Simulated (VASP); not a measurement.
Input of a VASP 6.6.1 run:

INCAR

```
SYSTEM = SnS2
PREC = Accurate ; ENCUT = 400
EDIFF = 1E-6 ; ISMEAR = 0
SIGMA = 0.05 ; LREAL = .False.
LASPH = .True. ; NELM = 120
ALGO = Normal ; ISIF = 2
LWAVE = .False. ; LCHARG = .False.
LDIPOL = .True. ; IDIPOL = 3
DIPOL = 0.5 0.5 0.503 ; GGA = PS
ISYM = 0 ; NBANDS = 122
GGA_COMPAT = .False. ; NELMDL = -8
```

File KPOINTS:

```
regular mesh
0
Gamma
  7 3 1
  0 0 0
```

The input POSCAR:

```
SnS2
1.0
    3.6513143004      0.0000000000      0.0000000000
   -1.8256571502     12.5236202735      0.0000000000
    0.0000000000      0.0000000000     26.5909251975
Sn S
8 16
Direct
    0.7659382240      0.5318764480      0.2820511112
    0.5318764480      0.0637528960      0.3395833997
    0.2978146720      0.5956293440      0.3971156882
    0.0637528960      0.1275057920      0.4546479767
    0.8296911200      0.6593822400      0.5121802651
    0.5956293440      0.1912586880      0.5697125536
    0.3615675680      0.7231351360      0.6272448421
    0.1275057920      0.2550115840      0.6847771306
    0.3334976045      0.6669952090      0.3064116415
    0.9643170675      0.9286341350      0.3152228694
    0.0994358285      0.1988716570      0.3639439300
    0.7302552915      0.4605105830      0.3727551579
    0.8653740525      0.7307481050      0.4214762184
    0.4961935155      0.9923870310      0.4302874464
    0.6313122765      0.2626245530      0.4790085069
    0.2621317395      0.5242634790      0.4878197349
    0.3972505005      0.7945010010      0.5365407954
    0.0280699635      0.0561399270      0.5453520233
    0.1631887245      0.3263774490      0.5940730839
    0.7940081875      0.5880163750      0.6028843118
    0.9291269485      0.8582538970      0.6516053724
    0.5599464115      0.1198928230      0.6604166003
    0.6950651725      0.3901303450      0.7091376608
    0.3258846355      0.6517692710      0.7179488888
```

Potentials or basis: VASP PAW PBE potentials, release 64 (Sn_d, S).

The run is started by

```sh
$ cat potpaw_PBE.64/Sn_d/POTCAR potpaw_PBE.64/S/POTCAR > POTCAR
$ mpirun -np 1 vasp_std > vasp.out
```

Q: What does it give for the largest force?

A: 2.094 eV/Å.

Q: Predict the band gap on the k mesh.

A: Zero (bands 104 and 105 overlap by 0.20 eV).

Forces on the atoms (eV/Å):
```
Sn   0.001  0.008 -0.223
Sn   0.000 -2.024  0.536
Sn   0.000  0.102  0.192
Sn   0.000 -0.289  0.262
Sn   0.001  0.031  0.206
Sn   0.000  0.306 -0.183
Sn   0.000  0.181  0.795
Sn  -0.001  1.853 -0.545
S    0.000 -0.024  0.071
S    0.000  1.570 -0.092
S    0.000  0.393 -0.658
S    0.000 -0.013  0.086
S    0.000 -0.047 -0.056
S    0.000  0.355 -0.066
S    0.000  0.025 -0.204
S    0.000 -0.055 -0.136
S    0.000  0.041 -0.140
S    0.000 -0.075  0.235
S    0.000 -0.333  0.038
S    0.000 -0.073 -0.237
S    0.000 -0.631  0.099
S    0.000 -0.383  0.624
S    0.000 -1.301  0.075
S    0.000  0.384 -0.679
```

Caveat: the PAW data sets were made with another functional, which shifts forces and pressure a little; spin-orbit coupling is left out, which moves the levels of the heavy elements.
